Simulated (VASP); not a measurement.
# As (R-3m) in VASP: further runs

As is run at these levels: LDA; tasks: single point.

All numbers are computed with VASP 6.6.1; they aren't measurements. Logs are shortened: lines on timing, memory, paths and dates and some standing lists are left out, and cuts for length are marked.

## Step 1: The cell of the first run

The structure is trigonal, space group R-3m (No. 166). Conventional cell: a = 3.685 Å, b = 3.685 Å, c = 10.327 Å, α = 90.00°, β = 90.00°, γ = 120.00°. As (site symmetry 3m) has 6 As at 2.46 to 3.07 Å within 3.2 Å.

## Step 2: Single point, LDA

Input file INCAR:

```
SYSTEM = As
  PREC = Accurate
  ENCUT = 520
  EDIFF = 1E-6
  ISMEAR = 0
  SIGMA = 0.02
  LREAL = .FALSE.
  LASPH = .TRUE.
  NELM = 100
  ALGO = Normal
  ISIF = 2
  LWAVE = .FALSE.
  LCHARG = .FALSE.
  NBANDS = 12
```

Input file KPOINTS:

```
regular mesh
0
G
  14 14 14
  0 0 0
```

Input file POSCAR:

```
As
1.0
    1.8424025153      1.0637115881      3.4423263150
   -1.8424025153      1.0637115881      3.4423263150
    0.0000000000     -2.1274231763      3.4423263150
As
2
Direct
    0.2260000000      0.2260000000      0.2260000000
    0.7740000000      0.7740000000      0.7740000000
```

Potentials or basis: VASP PAW LDA potentials, release 64 (As).

On the command line:

```sh
> cat potpaw_LDA.64/As/POTCAR > POTCAR
> mpirun -np 1 vasp_std > vasp.out
```

OUTCAR:

```text
SYSTEM = As
   PREC = Accurate
   ENCUT = 520
   EDIFF = 1E-6
   ISMEAR = 0
   LREAL = .FALSE.
   LASPH = .TRUE.
   NELM = 100
   ISIF = 2

 ion  position               nearest neighbor table
   1  0.226  0.226  0.226-   2 2.46   2 2.46   2 2.46
   2  0.774  0.774  0.774-   1 2.46   1 2.46   1 2.46

  LATTYP: Found a trigonal (rhomboedric) cell.
 ALAT       =     4.0466702151
 COS(alpha) =     0.5854247172

  Lattice vectors:

 A1 = (   1.8424025153,   1.0637115881,   3.4423263150)
 A2 = (  -1.8424025153,   1.0637115881,   3.4423263150)
 A3 = (   0.0000000000,  -2.1274231763,   3.4423263150)

Analysis of symmetry for initial positions (statically):
=====================================================================
 Subroutine PRICEL returns:
 Original cell was already a primitive cell.

 Routine SETGRP: Setting up the symmetry group for a
 trigonal (rhombohedral) supercell.

 Subroutine GETGRP returns: Found 12 space group operations
 (whereof 12 operations were pure point group operations)
 out of a pool of 12 trial point group operations.

The static configuration has the point symmetry D_3d.

Analysis of symmetry for dynamics (positions and initial velocities):
=====================================================================
 Subroutine PRICEL returns:
 Original cell was already a primitive cell.

 Routine SETGRP: Setting up the symmetry group for a
 trigonal (rhombohedral) supercell.

 Subroutine GETGRP returns: Found 12 space group operations
 (whereof 12 operations were pure point group operations)
 out of a pool of 12 trial point group operations.

The dynamic configuration has the point symmetry D_3d.

 Subroutine INISYM returns: Found 12 space group operations
 (whereof 12 operations are pure point group operations),
 and found     1 'primitive' translations

----------------------------------------------------------------------------------------

                                     Primitive cell

  volume of cell :      40.4773

  direct lattice vectors                    reciprocal lattice vectors
     1.842402515  1.063711588  3.442326315     0.271384779  0.156684075  0.096833741
    -1.842402515  1.063711588  3.442326315    -0.271384779  0.156684075  0.096833741
     0.000000000 -2.127423176  3.442326315     0.000000000 -0.313368151  0.096833741

  length of vectors
     4.046670215  4.046670215  4.046670215     0.327988371  0.327988371  0.327988371

  position of ions in fractional coordinates (direct lattice)
     0.226000000  0.226000000  0.226000000
[... 83 lines left out ...]
   NFREE  =      0    steps in history (QN), initial steepest desc. (CG)
   ISIF   =      2    stress and relaxation
   ISYM   =      2    0-nonsym 1-usesym 2-fastsym
   POTIM  = 0.5000    time-step for ionic-motion
   TEBEG  =    0.0;   TEEND  =   0.0 temperature during run
   PSTRESS=    0.0 pullay stress
   NELECT =      10.0000    total number of electrons
   NUPDOWN=      -1.0000    fix difference up-down
   EMIN   =  10.00;   EMAX   =-10.00  energy-range for DOS
   EFERMI =   0.00;   METHOD = LEGACY
   ISMEAR =     0;   SIGMA  =   0.02  broadening in eV -4-tet -1-fermi 0-gaus
   EFERMI_NEDOS =   21; number of points for ismear=-14 and -15
   IALGO  =     38    algorithm
   IMIX   =      4    mixing-type and parameters
     AMIX     =   0.40;   BMIX     =  1.00
     AMIX_MAG =   1.60;   BMIX_MAG =  1.00
  volume/ion in A,a.u.               =      20.24       136.58
  Fermi-wavevector in a.u.,A,eV,Ry     =   1.027238  1.941198 14.357102  1.055217
  Thomas-Fermi vector in A             =   2.161172
   LORBIT       =      0    0 simple, 1 ext, 2 COOP (PROOUT), +10 PAW based schemes
   GGA     = CA    functional components
   LHFCALC =     F    Hartree Fock is set to
   AEXX    =    0.0000 exact exchange contribution
   IVDW    =     0    specifies the selected vdW correction
   LEPSILON=     F    determine dielectric tensor
   LRPA    =     F    only Hartree local field effects (RPA)
 non-spin polarized calculation
 Gauss-broadening in eV      SIGMA  =   0.02
  energy-cutoff  :      520.00
  volume of cell :       40.48
 maximum number of plane-waves:      1111
   NGX = 15   NGY = 15   NGZ = 15

 number of electron      10.0000000 magnetization

 number of electron       9.9999999 magnetization

 Free energy of the ion-electron system (eV)
  ---------------------------------------------------
  ext. energy  EPLUGINS =         0.00000000
  ---------------------------------------------------
  free energy    TOTEN  =       -10.72757212 eV

  energy without entropy =      -10.72753479  energy(sigma->0) =      -10.72755345

 E-fermi :   6.1991     XC(G=0): -10.4157

 val. band max:        6.1952205497   @ k =  -0.4286   0.5000   0.4286
 cond. band min:       6.3361636285   @ k =   0.5000   0.0714   0.0714
 fundamental gap:      0.1409430788
 Fermi energy:         6.1991412241

 k-point     1 :       0.0000    0.0000    0.0000
  band No.  band energies     occupation
      1      -9.4888      2.00000
      2       0.6325      2.00000
      3       3.4848      2.00000
      4       4.0042      2.00000
      5       4.0042      2.00000
      6       7.7288      0.00000
      7       9.1359      0.00000
      8       9.1359      0.00000
      9      13.0360      0.00000
     10      13.0360      0.00000
     11      13.6325      0.00000
     12      14.9213      0.00000
[... 331 lines left out ...]
 k-point    24 :       0.2857    0.1429    0.0000
  band No.  band energies     occupation
      1      -8.5111      2.00000
      2      -1.9303      2.00000
      3       2.1957      2.00000
      4       2.7811      2.00000
      5       4.9056      2.00000
      6       7.6237      0.00000
      7       8.8623      0.00000
      8       9.4406      0.00000
      9      11.1494      0.00000
     10      14.0474      0.00000
     11      15.0428      0.00000
     12      17.0687      0.00000

 [... further k-points ...]
[... 5 lines left out ...]
  --------------------------------------------------------------------------------------
  -------------------------------------------------------------------------------------
  Total        1.3999886      1.3999886      0.6819943      0.0000000     -0.0000000      0.0000000
  in kB       55.4144963     55.4144963     26.9947701      0.0000000     -0.0000000      0.0000000
  external PRESSURE =      45.9412542 kB  Pullay stress =       0.0000000 kB

 VOLUME and BASIS-vectors are now :
 -----------------------------------------------------------------------------
  energy-cutoff  :      520.00
  volume of cell :       40.48
      direct lattice vectors                 reciprocal lattice vectors
     1.842402515  1.063711588  3.442326315     0.271384779  0.156684075  0.096833741
    -1.842402515  1.063711588  3.442326315    -0.271384779  0.156684075  0.096833741
     0.000000000 -2.127423176  3.442326315     0.000000000 -0.313368151  0.096833741

 POSITION                                       TOTAL-FORCE (eV/Angst)
 -----------------------------------------------------------------------------------
      0.00000     -0.00000      2.33390         0.000000     -0.000000      0.795107
      0.00000     -0.00000      7.99308         0.000000      0.000000     -0.795107
 -----------------------------------------------------------------------------------
    total drift:                                0.000000     -0.000000      0.000000

  FREE ENERGIE OF THE ION-ELECTRON SYSTEM (eV)
  ---------------------------------------------------
  free  energy   TOTEN  =       -10.7275721176 eV

  energy  without entropy=      -10.7275347850  energy(sigma->0) =      -10.72755345
```

stdout:

```text
POSCAR found type information on POSCAR As
 POSCAR found :  1 types and       2 ions
 scaLAPACK will be used
 LDA part: xc-table for (Slater(with rela. corr.)+CA(PZ))
 , standard interpolation
 POSCAR, INCAR and KPOINTS ok, starting setup
 FFT: planning ... GRIDC
 FFT: planning ... GRID_SOFT
 FFT: planning ... GRID
 WAVECAR not read
 entering main loop
```

It took 40 s on 1 thread of Intel Xeon 6975P-C (Granite Rapids), shared host; peak memory 0.23 GiB.

Results:

```
Free energy            : -10.7276 eV
Pressure               : 4.6 GPa
Largest force          : 0.795 eV/Å
Band gap on the k mesh : zero (band 5 reaches 6.46 eV, above the bottom of band 6 at 5.85 eV)
```

Forces on the atoms (eV/Å):
```
As   0.000  0.000  0.795
As   0.000  0.000 -0.795
```

Stress tensor (GPa, compression positive):
```
5.54 0.00 0.00
0.00 5.54 0.00
0.00 0.00 2.70
```

## Step 3: Single point, LDA

This run uses another cell than the first one, of 20.88 Å³/atom, 1.032 times its volume.

Input file INCAR:

```
  PREC = Accurate
  ENCUT = 520
  EDIFF = 1E-7
  ISMEAR = 0
  SIGMA = 0.02
  LREAL = False
  LASPH = True
  NELM = 80
  ALGO = Normal
  ISIF = 2
  LWAVE = False
  LCHARG = True
  GGA = CA
  LELF = True
  LVHAR = True
  NBANDS = 12
```

Input file KPOINTS:

```
Automatic mesh
0
Gamma
  14 14 14
```

Input file POSCAR:

```
As
1.0
    1.8617976513      1.0749093751      3.4785639918
   -1.8617976513      1.0749093751      3.4785639918
    0.0000000000     -2.1498187502      3.4785639918
As
2
Direct
    0.2260000000      0.2260000000      0.2260000000
    0.7740000000      0.7740000000      0.7740000000
```

Potentials or basis: VASP PAW LDA potentials, release 64 (As).

On the command line:

```sh
> cat potpaw_LDA.64/As/POTCAR > POTCAR
> mpirun -np 1 vasp_std > vasp.out
```

It took 49 s on 1 thread of Intel Xeon 6975P-C (Granite Rapids), shared host; peak memory 0.23 GiB.

The run converged. Its results:

| Item | Value |
| --- | --- |
| Free energy | -10.7524 eV |
| Pressure | 1.6 GPa |
| Largest force | 0.550 eV/Å |
| Band gap on the k mesh | zero (band 5 reaches 6.01 eV, above the bottom of band 6 at 5.45 eV) |

Forces on the atoms (eV/Å):
```
As   0.000  0.000  0.550
As   0.000  0.000 -0.550
```

Stress tensor (GPa, compression positive):
```
2.21 0.00 0.00
0.00 2.21 0.00
0.00 0.00 0.48
```

Levels at points of the mesh, in eV from the Fermi level:
```
           k point  band 1  band 2  band 3  band 4  band 5  band 6  band 7  band 8  band 9  band 10
(0.00, 0.00, 0.00)  -15.39   -5.73   -2.60   -2.12   -2.12    1.53    2.89    2.89    6.85     6.85
(0.50, 0.00, 0.00)  -12.57  -11.31   -3.00   -2.91   -0.42   -0.37    0.27    1.36    8.91     9.17
(0.50, 0.50, 0.00)  -12.51   -9.90   -6.15   -4.37   -4.31    1.26    5.57    6.98    7.45    10.68
(0.50, 0.50, 0.50)  -14.07  -10.15   -1.87   -1.87   -0.69    0.71    0.71    1.95    7.94    10.48
```

## Step 4: Single point, LDA

This run uses another cell than the first one, of 21.53 Å³/atom, 1.064 times its volume.

Input file INCAR:

```
PREC = Accurate ; ENCUT = 520
EDIFF = 1E-7 ; ISMEAR = 0
SIGMA = 0.02 ; LREAL = F
LASPH = T ; NELM = 80
ALGO = Normal ; ISIF = 2
LWAVE = F ; LCHARG = T
GGA = CA ; LELF = T
LVHAR = T ; NBANDS = 12
```

Input file KPOINTS:

```
regular mesh
0
Gamma
  14 14 14
```

Input file POSCAR:

```
As
1.0
    1.8807968987      1.0858785957      3.5140619945
   -1.8807968987      1.0858785957      3.5140619945
    0.0000000000     -2.1717571915      3.5140619945
As
2
Direct
    0.2260000000      0.2260000000      0.2260000000
    0.7740000000      0.7740000000      0.7740000000
```

On the command line:

```sh
> cat potpaw_LDA.64/As/POTCAR > POTCAR
> mpirun -np 1 vasp_std > vasp.out
```

Run time: 37 s. Hardware: 1 thread of Intel Xeon 6975P-C (Granite Rapids), shared host; peak memory 0.24 GiB.

It converged, with:

```yaml
Free_energy: -10.7552 eV
Pressure: -0.9 GPa
Largest_force: 0.329 eV/Å
Band_gap_on_the_k_mesh: zero (band 5 reaches 5.58 eV, above the bottom of band 6 at 5.07 eV)
```

Forces on the atoms (eV/Å):
```
As   0.000  0.000  0.329
As   0.000  0.000 -0.329
```

Stress tensor (GPa, compression positive):
```
-0.62  0.00  0.00
 0.00 -0.62  0.00
 0.00  0.00 -1.39
```

Levels at points of the mesh, in eV from the Fermi level:
```csv
k point,band 2,band 3,band 4,band 5,band 6,band 7,band 8,band 9
"(0.00, 0.00, 0.00)",-5.88,-2.50,-2.05,-2.05,1.53,2.85,2.85,6.86
"(0.50, 0.00, 0.00)",-11.14,-2.89,-2.82,-0.41,-0.40,0.34,1.38,8.86
"(0.50, 0.50, 0.00)",-9.80,-5.99,-4.21,-4.16,1.37,5.40,6.83,7.19
"(0.50, 0.50, 0.50)",-9.99,-1.80,-1.80,-0.76,0.75,0.75,1.84,7.89
```

## Step 5: Summary

| cell | gap on the mesh (eV) | pressure (GPa) | largest force (eV/Å) |
| --- | --- | --- | --- |
| a = 4.047 Å, angles 54.2°, 2 atoms | none | 4.6 | 0.80 |
| a = 4.089 Å, angles 54.2°, 2 atoms | none | 1.6 | 0.55 |
| a = 4.131 Å, angles 54.2°, 2 atoms | none | -0.9 | 0.33 |

Alike in all rows: task single point; level LDA; potentials or basis VASP PAW LDA potentials, release 64 (As); no spin polarisation; k mesh 14 × 14 × 14; cutoff (eV) 520; smearing gaussian 0.02 eV.

Absolute energies hang on the potentials; compare differences alone.
